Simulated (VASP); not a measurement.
# Hf (P-1) in VASP: further runs, part 2 of 2

VASP 6.6.1. The steps go on from the part before.

## 3. Single point, LDA

Input file INCAR:

```
PREC = Accurate
ENCUT = 520
EDIFF = 1E-6
ISMEAR = 1
SIGMA = 0.1
LREAL = False
LASPH = True
NELM = 80
ALGO = Fast
ISIF = 2
LWAVE = False
LCHARG = True
GGA = CA
LELF = True
LVHAR = True
NBANDS = 17
```

Input file KPOINTS:

```
regular mesh
0
Gamma
  7 7 4
```

Input file POSCAR:

```
Hf
1.0
    3.1967000000      0.0000000000      0.0000000000
   -1.5983500000      2.7684234083      0.0000000000
    0.0000000000      0.0000000000      5.0578000000
Hf
2
Direct
    0.6707990000      0.3463000000      0.7545060000
    0.3256540000      0.6728700000      0.2466750000
```

Potentials or basis: VASP PAW LDA potentials, release 64 (Hf_pv).

Run with:

```sh
$ cat potpaw_LDA.64/Hf_pv/POTCAR > POTCAR
$ mpirun -np 1 vasp_std > vasp.out
```

OUTCAR:

```text
PREC = Accurate
   ENCUT = 520
   EDIFF = 1E-6
   ISMEAR = 1
   LREAL = False
   LASPH = True
   NELM = 80
   ISIF = 2
   GGA = CA

 ion  position               nearest neighbor table
   1  0.671  0.346  0.755-   2 3.08   2 3.11   2 3.11   2 3.14   2 3.17   2 3.17
   2  0.326  0.673  0.247-   1 3.08   1 3.11   1 3.11   1 3.14   1 3.17   1 3.17

  LATTYP: Found a hexagonal cell.
 ALAT       =     3.1967000000
 C/A-ratio  =     1.5821941377

  Lattice vectors:

 A1 = (   3.1967000000,   0.0000000000,   0.0000000000)
 A2 = (  -1.5983500000,   2.7684234083,   0.0000000000)
 A3 = (   0.0000000000,   0.0000000000,   5.0578000000)

Analysis of symmetry for initial positions (statically):
=====================================================================
 Subroutine PRICEL returns:
 Original cell was already a primitive cell.

 Routine SETGRP: Setting up the symmetry group for a
 hexagonal supercell.

 Subroutine GETGRP returns: Found  2 space group operations
 (whereof  1 operations were pure point group operations)
 out of a pool of 24 trial point group operations.

The static configuration has the point symmetry C_1 .
 The point group associated with its full space group is S_2 .

Analysis of symmetry for dynamics (positions and initial velocities):
=====================================================================
 Subroutine PRICEL returns:
 Original cell was already a primitive cell.

 Routine SETGRP: Setting up the symmetry group for a
 hexagonal supercell.

 Subroutine GETGRP returns: Found  2 space group operations
 (whereof  1 operations were pure point group operations)
 out of a pool of 24 trial point group operations.

The dynamic configuration has the point symmetry C_1 .
 The point group associated with its full space group is S_2 .

 Subroutine INISYM returns: Found  2 space group operations
 (whereof  1 operations are pure point group operations),
 and found     1 'primitive' translations

[... 115 lines left out ...]
  volume/ion in A,a.u.               =      22.38       151.03
  Fermi-wavevector in a.u.,A,eV,Ry     =   1.251563  2.365112 21.312311  1.566411
  Thomas-Fermi vector in A             =   2.385505
   LORBIT       =      0    0 simple, 1 ext, 2 COOP (PROOUT), +10 PAW based schemes
   GGA     = CA    functional components
   LHFCALC =     F    Hartree Fock is set to
   AEXX    =    0.0000 exact exchange contribution
   IVDW    =     0    specifies the selected vdW correction
   LEPSILON=     F    determine dielectric tensor
   LRPA    =     F    only Hartree local field effects (RPA)
 non-spin polarized calculation
 RMM-DIIS sequential band-by-band and
 Methfessel and Paxton  Order N= 1 SIGMA  =   0.10
  energy-cutoff  :      520.00
  volume of cell :       44.76
 maximum number of plane-waves:      1222
   NGX = 11   NGY = 11   NGZ = 19

 number of electron      19.9999999 magnetization

 Free energy of the ion-electron system (eV)
  ---------------------------------------------------
  ext. energy  EPLUGINS =         0.00000000
  ---------------------------------------------------
  free energy    TOTEN  =       -21.30659060 eV

  energy without entropy =      -21.31058140  energy(sigma->0) =      -21.30792087

 E-fermi :   4.9018     XC(G=0): -11.4692

 val. band max:        4.8274956569   @ k =  -0.2857  -0.4286   0.2500
 cond. band min:       4.9277478795   @ k =   0.0000   0.0000   0.2500
 fundamental gap:      0.1002522226
 Fermi energy:         4.9017933746

 k-point     1 :       0.0000    0.0000    0.0000
  band No.  band energies     occupation
      1     -26.1504      2.00000
      2     -25.4089      2.00000
      3     -25.3999      2.00000
      4     -25.2778      2.00000
      5     -25.2680      2.00000
      6     -25.2624      2.00000
[... 457 lines left out ...]
      4     -25.6736      2.00000
      5     -25.5513      2.00000
      6     -25.5267      2.00000
[... 9 lines left out ...]
     16      10.5135      0.00000
     17      11.1977      0.00000

 [... further k-points ...]

------------------------ aborting loop because EDIFF is reached ----------------------------------------

  FORCE on cell =-STRESS in cart. coord.  units (eV):
  Direction    XX          YY          ZZ          XY          YZ          ZX
  --------------------------------------------------------------------------------------
  -------------------------------------------------------------------------------------
  Total       -2.0834872     -2.2380207     -1.7840509      0.1104191      0.0084903      0.0126262
  in kB      -74.5770791    -80.1085080    -63.8589488      3.9523819      0.3039035      0.4519473
  external PRESSURE =     -72.8481786 kB  Pullay stress =       0.0000000 kB

 VOLUME and BASIS-vectors are now :
 -----------------------------------------------------------------------------
  energy-cutoff  :      520.00
  volume of cell :       44.76
      direct lattice vectors                 reciprocal lattice vectors
     3.196700000  0.000000000  0.000000000     0.312822598  0.180608211  0.000000000
    -1.598350000  2.768423408  0.000000000     0.000000000  0.361216423  0.000000000
     0.000000000  0.000000000  5.057800000     0.000000000  0.000000000  0.197714421

 POSITION                                       TOTAL-FORCE (eV/Angst)
 -----------------------------------------------------------------------------------
      1.59083      0.95871      3.81614        -0.039154     -0.026353     -0.070418
     -0.03446      1.86279      1.24763         0.039154      0.026353      0.070418
 -----------------------------------------------------------------------------------
    total drift:                               -0.000001     -0.000001      0.000001

  FREE ENERGIE OF THE ION-ELECTRON SYSTEM (eV)
  ---------------------------------------------------
  free  energy   TOTEN  =       -21.3065905991 eV

  energy  without entropy=      -21.3105814037  energy(sigma->0) =      -21.30792087
```

OSZICAR:

```text
N       E                     dE             d eps       ncg     rms          rms(c)
DAV:   1     0.476575956280E+02    0.47658E+02   -0.11420E+04  3374   0.112E+03
DAV:   2    -0.202303451478E+02   -0.67888E+02   -0.66238E+02  4295   0.245E+02
DAV:   3    -0.220882802759E+02   -0.18579E+01   -0.18370E+01  4346   0.267E+01
DAV:   4    -0.221041085558E+02   -0.15828E-01   -0.15818E-01  4209   0.288E+00
DAV:   5    -0.221042659656E+02   -0.15741E-03   -0.15734E-03  4476   0.260E-01    0.653E+01
RMM:   6    -0.215150939299E+02    0.58917E+00   -0.47012E-01  3378   0.392E+00    0.391E+01
RMM:   7    -0.213154869687E+02    0.19961E+00   -0.10463E+00  3864   0.580E+00    0.210E+00
RMM:   8    -0.213055987922E+02    0.98882E-02   -0.85015E-02  3770   0.200E+00    0.376E-01
RMM:   9    -0.213064685236E+02   -0.86973E-03   -0.13831E-02  4581   0.679E-01    0.449E-01
RMM:  10    -0.213066069996E+02   -0.13848E-03   -0.15629E-03  4994   0.218E-01    0.675E-01
RMM:  11    -0.213065914504E+02    0.15549E-04   -0.18561E-04  4611   0.720E-02    0.730E-02
RMM:  12    -0.213065905356E+02    0.91477E-06   -0.38473E-05  4357   0.351E-02    0.915E-02
RMM:  13    -0.213065922226E+02   -0.16869E-05   -0.14870E-05  4053   0.215E-02    0.453E-02
RMM:  14    -0.213065904933E+02    0.17293E-05   -0.61012E-06  3999   0.145E-02    0.139E-02
RMM:  15    -0.213065905991E+02   -0.10576E-06   -0.11184E-06  3289   0.608E-03
   1 F= -.21306591E+02 E0= -.21307921E+02  d E =0.399080E-02
```

stdout:

```text
POSCAR found type information on POSCAR Hf
 POSCAR found :  1 types and       2 ions
 scaLAPACK will be used
 LDA part: xc-table for (Slater(with rela. corr.)+CA(PZ))
 , standard interpolation
 POSCAR, INCAR and KPOINTS ok, starting setup
 FFT: planning ... GRIDC
 FFT: planning ... GRID_SOFT
 FFT: planning ... GRID
 WAVECAR not read
 entering main loop
```

It took 38 s on 1 thread of Intel Xeon Platinum 8488C (Sapphire Rapids), shared host; peak memory 0.18 GiB.

Results:

```yaml
Free_energy: -21.3066 eV
Pressure: -7.3 GPa
Largest_force: 0.085 eV/Å
Band_gap_on_the_k_mesh: zero (band 10 reaches 5.86 eV, above the bottom of band 11 at 4.56 eV)
```

Forces in eV/Å, atoms in the order of the input:
```
Hf  -0.039 -0.026 -0.070
Hf   0.039  0.026  0.070
```

Levels at points of the mesh, in eV from the Fermi level:
| k point | band 7 | band 8 | band 9 | band 10 | band 11 | band 12 | band 13 | band 14 |
| --- | --- | --- | --- | --- | --- | --- | --- | --- |
| (0.00, 0.00, 0.00) | -7.43 | -3.82 | 0.66 | 0.96 | 1.00 | 1.29 | 1.75 | 1.82 |
| (0.00, 0.00, 0.50) | -5.49 | -5.41 | -0.14 | 0.19 | 0.85 | 0.86 | 0.88 | 0.90 |

Caveat: spin-orbit coupling is left out, which moves the levels of the heavy elements.

## 4. Single point, LDA

Input file INCAR:

```
SYSTEM = Hf
PREC     = Accurate       ! precision mode
ENCUT    = 520            ! plane-wave cutoff, eV
EDIFF    = 1E-6           ! SCF threshold, eV
ISMEAR   = 1              ! smearing method
SIGMA    = 0.1            ! smearing width, eV
LREAL    = .FALSE.        ! projectors in reciprocal space
LASPH    = .TRUE.         ! aspherical terms in the spheres
NELM     = 60             ! most SCF steps
ALGO     = Fast           ! electronic algorithm
ISIF     = 2              ! what is computed and relaxed
LWAVE    = .FALSE.        ! write WAVECAR
LCHARG   = .FALSE.        ! write CHGCAR
GGA      = CA             ! functional
NBANDS   = 17             ! bands
```

Input file KPOINTS:

```
regular mesh
0
G
  9 9 5
  0 0 0
```

POSCAR is that of step 3.

Run with:

```sh
$ cat potpaw_LDA.64/Hf_pv/POTCAR > POTCAR
$ mpirun -np 1 vasp_std > vasp.out
```

It took 70 s on 1 thread of Intel Xeon Platinum 8488C (Sapphire Rapids), shared host; peak memory 0.24 GiB.

Results (log left out):

```yaml
Free_energy: -21.3161 eV
Pressure: -7.6 GPa
Largest_force: 0.108 eV/Å
Band_gap_on_the_k_mesh: zero (band 10 reaches 5.87 eV, above the bottom of band 11 at 4.42 eV)
```

Forces on the atoms (eV/Å):
```
Hf  -0.047 -0.033 -0.091
Hf   0.047  0.033  0.091
```

Stress tensor (GPa, compression positive):
```
-7.38  0.19  0.05
 0.19 -7.64  0.03
 0.05  0.03 -7.79
```

Levels at points of the mesh, in eV from the Fermi level:
| k point | band 7 | band 8 | band 9 | band 10 | band 11 | band 12 | band 13 | band 14 |
| --- | --- | --- | --- | --- | --- | --- | --- | --- |
| (0.00, 0.00, 0.00) | -7.38 | -3.77 | 0.71 | 1.02 | 1.07 | 1.33 | 1.81 | 1.88 |

Caveat: spin-orbit coupling is left out, which moves the levels of the heavy elements.

## 5. Single point, r2SCAN

POSCAR is that of step 4.

Input file INCAR.step1:

```
PREC = Accurate
ENCUT = 520
ISMEAR = 1
SIGMA = 0.05
LREAL = F
LASPH = T
NELM = 60
NBANDS = 17
GGA = PE
ALGO = Normal
EDIFF = 1E-4
LWAVE = T
LCHARG = F
```

Input file INCAR.step2:

```
PREC = Accurate
ENCUT = 520
EDIFF = 1E-6
ISMEAR = 1
SIGMA = 0.05
LREAL = F
LASPH = T
NELM = 60
ALGO = Normal
ISIF = 2
LWAVE = F
LCHARG = F
METAGGA = R2SCAN
LMIXTAU = T
NBANDS = 17
ISTART = 1
```

Input file KPOINTS:

```
Automatic mesh
0
Gamma
  7 7 4
```

Potentials or basis: VASP PAW PBE potentials, release 64 (Hf_pv).

Run with:

```sh
$ cat potpaw_PBE.64/Hf_pv/POTCAR > POTCAR
$ cp INCAR.step1 INCAR
$ mpirun -np 1 vasp_std > vasp.out
$ cp INCAR.step2 INCAR
$ mpirun -np 1 vasp_std > vasp.out
```

Wall time 1.9 min (1 thread of Intel Xeon Platinum 8488C (Sapphire Rapids), shared host); peak memory 0.21 GiB.

Results (log left out):

```yaml
Free_energy: -90.3040 eV
Pressure: -0.7 GPa
Largest_force: 0.146 eV/Å
Band_gap_on_the_k_mesh: zero (band 10 reaches 6.14 eV, above the bottom of band 11 at 4.43 eV)
```

Forces on the atoms (eV/Å):
```
Hf  -0.050 -0.034 -0.133
Hf   0.050  0.034  0.133
```

Stress tensor (GPa, compression positive):
```
-0.86  0.40  0.06
 0.40 -1.44  0.04
 0.06  0.04  0.20
```

Levels at points of the mesh, in eV from the Fermi level:
```
           k point  band 8  band 9  band 10  band 11  band 12  band 13
(0.00, 0.00, 0.00)   -3.92    0.31     1.23     1.27     1.57     2.07
(0.00, 0.00, 0.50)   -5.73   -0.09     0.26     1.12     1.14     1.16
```

Caveat: the PAW data sets were made with another functional, which shifts forces and pressure a little; spin-orbit coupling is left out, which moves the levels of the heavy elements.

## 6. Single point, LDA

Input file INCAR:

```
  PREC = Accurate
  ENCUT = 520
  EDIFF = 1E-6
  ISMEAR = 1
  SIGMA = 0.1
  LREAL = F
  LASPH = T
  NELM = 80
  ALGO = Fast
  ISIF = 2
  LWAVE = F
  LCHARG = T
  LELF = T
  LVHAR = T
  NBANDS = 17
```

Input file KPOINTS:

```
Automatic mesh
0
Gamma
  11 11 6
```

POSCAR is that of step 5.

Potentials or basis: VASP PAW LDA potentials, release 64 (Hf_pv).

Run with:

```sh
$ cat potpaw_LDA.64/Hf_pv/POTCAR > POTCAR
$ mpirun -np 1 vasp_std > vasp.out
```

Wall time 2.1 min (1 thread of Intel Xeon Platinum 8488C (Sapphire Rapids), shared host); peak memory 0.32 GiB.

It converged, with:

| Quantity | Value |
| --- | --- |
| Free energy | -21.3065 eV |
| Pressure | -7.5 GPa |
| Largest force | 0.097 eV/Å |
| Band gap on the k mesh | zero (band 10 reaches 5.87 eV, above the bottom of band 11 at 4.46 eV) |

Forces in eV/Å, atoms in the order of the input:
```
Hf  -0.046 -0.032 -0.078
Hf   0.046  0.032  0.078
```

Stress tensor (GPa, compression positive):
```
-7.36  0.18  0.05
 0.18 -7.60  0.03
 0.05  0.03 -7.60
```

Levels at points of the mesh, in eV from the Fermi level:
```csv
k point,band 8,band 9,band 10,band 11,band 12,band 13
"(0.00, 0.00, 0.00)",-3.71,0.77,1.08,1.12,1.40,1.87
"(0.00, 0.00, 0.50)",-5.30,-0.03,0.29,0.96,0.98,1.00
```

Caveat: spin-orbit coupling is left out, which moves the levels of the heavy elements.

## 7. The runs side by side

| level | potentials or basis | k mesh | smearing | gap on the mesh (eV) | pressure (GPa) | largest force (eV/Å) |
| --- | --- | --- | --- | --- | --- | --- |
| PBE | VASP PAW PBE potentials, release 64 (Hf_pv) | 7 × 7 × 4 | gaussian 0.05 eV | none | 0.6 | 0.14 |
| LDA | VASP PAW LDA potentials, release 64 (Hf_pv) | 7 × 7 × 4 | methfessel-paxton 0.1 eV | none | -7.3 | 0.08 |
| LDA | VASP PAW LDA potentials, release 64 (Hf_pv) | 9 × 9 × 5 | methfessel-paxton 0.1 eV | none | -7.6 | 0.11 |
| r2SCAN | VASP PAW PBE potentials, release 64 (Hf_pv) | 7 × 7 × 4 | methfessel-paxton 0.05 eV | none | -0.7 | 0.15 |
| LDA | VASP PAW LDA potentials, release 64 (Hf_pv) | 11 × 11 × 6 | methfessel-paxton 0.1 eV | none | -7.5 | 0.10 |

Alike in all rows: task single point; no spin polarisation; cell as given; cutoff (eV) 520.

Caveats: spin-orbit coupling is left out, which moves the levels of the heavy elements; the PAW data sets were made with another functional, which shifts forces and pressure a little (some runs).

Absolute energies hang on the potentials; compare differences alone.
